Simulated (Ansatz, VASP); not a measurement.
TiSi2 in VASP and in Ansatz

File INCAR:

```
SYSTEM = TiSi2
PREC = Accurate ; ENCUT = 520
EDIFF = 1E-6 ; ISMEAR = -1
SIGMA = 0.05 ; LREAL = .False.
LASPH = .True. ; NELM = 150
ALGO = Normal ; ISIF = 2
LWAVE = .False. ; LCHARG = .True.
LMAXMIX = 4 ; LDAU = .True.
LDAUTYPE = 2 ; LDAUL = 2 -1
LDAUU = 5 0 ; LDAUJ = 0 0
LDAUPRINT = 1 ; GGA = PE
LELF = .True. ; LVHAR = .True.
NBANDS = 29
```

KPOINTS

```
regular mesh
0
Gamma
  7 7 7
  0 0 0
```

File POSCAR:

```
TiSi2
1.0
    0.0000000000      4.1175163063      4.2628978354
    2.3895119538      0.0000000000      4.2628978354
    2.3895119538      4.1175163063      0.0000000000
Ti Si
2 4
Direct
    0.7500000000      0.7500000000      0.7500000000
    0.5000000000      0.5000000000      0.5000000000
    0.4125656100      0.0874343900      0.4125656100
    0.0874343900      0.4125656100      0.0874343900
    0.1625656100      0.8374343900      0.1625656100
    0.8374343900      0.1625656100      0.8374343900
```

input.yaml

```yaml
crystal:
  lattice:
    - [0.0, 4.1175163063, 4.2628978354]
    - [2.3895119538, 0.0, 4.2628978354]
    - [2.3895119538, 4.1175163063, 0.0]
  atoms:
    - { symbol: Ti, position: [0.75, 0.75, 0.75] }
    - { symbol: Ti, position: [0.5, 0.5, 0.5] }
    - { symbol: Si, position: [0.41256561, 0.08743439, 0.41256561] }
    - { symbol: Si, position: [0.08743439, 0.41256561, 0.08743439] }
    - { symbol: Si, position: [0.16256561, 0.83743439, 0.16256561] }
    - { symbol: Si, position: [0.83743439, 0.16256561, 0.83743439] }
hamiltonian:
  xc: pbe
  pseudopotentials: { kind: paw }
  hubbard: { sites: [{ species: Ti, l: d, u_eff: 5.0 }] }
kpoints:
  mp_grid: { grid: [7, 7, 7] }
  band_path:
    path:
      - [[0.0, 0.0, 0.0], [0.5, 0.0, 0.5], [1.0, 0.5, 0.5], [0.5, 0.5, 0.0], [0.0, 0.0, 0.0], [0.0, 0.4127457158, 0.4127457158], [0.5, 0.2443551471, 0.7443551471], [0.5, 0.0, 0.5]]
      - [[1.0, 0.5, 0.5], [1.0, 0.5872542842, 0.5872542842]]
      - [[0.0, 0.4127457158, 0.4127457158], [0.5, 0.7556448529, 0.2556448529], [0.5, 0.5, 0.0]]
      - [[0.5, 0.5, 0.5], [0.0, 0.0, 0.0]]
    npoints: 14
scf:
  occupations: { method: fermi_dirac, width: 0.05 }
  n_extra_bands: 15
output:
  forces: true
  stress: true
  eigenvalues: true
  fatbands: false
```

Alike in both runs: functional PBE; k mesh 7 × 7 × 7; occupations fermi-dirac, width 0.05 eV; no spin polarisation; Hubbard terms Ti d U = 5.0 eV.

```csv
,VASP,Ansatz
version,VASP 6.6.1,Ansatz 0.2.0
potentials or method,"VASP PAW PBE potentials, release 64 (Ti_sv, Si)",Ansatz PAW
plane-wave cutoff (eV),520,420
valence electrons in the cell,40,40
task,single point,band structure
```

VASP gave:

| Property | Result |
| --- | --- |
| gap on the k mesh at the Fermi level (eV) | none |
| pressure (GPa) | 8.2 |
| traceless stress, the component that is largest in VASP (GPa) | -1.56 |
| rms of the force components (eV/Å) | 0.070 |

Q: Estimate Ansatz's values.

A: gap on the k mesh at the Fermi level (eV): none; pressure (GPa): 6.4; traceless stress, the component that is largest in VASP (GPa): 0.26; rms of the force components (eV/Å): 0.057.

The programs project onto different local orbitals, so the same U acts differently, and such runs can settle in different states. Atom by atom the forces differ by 0.013 eV/Å (rms over components). A gap of «none» marks a metal or a gap that the smearing closes.
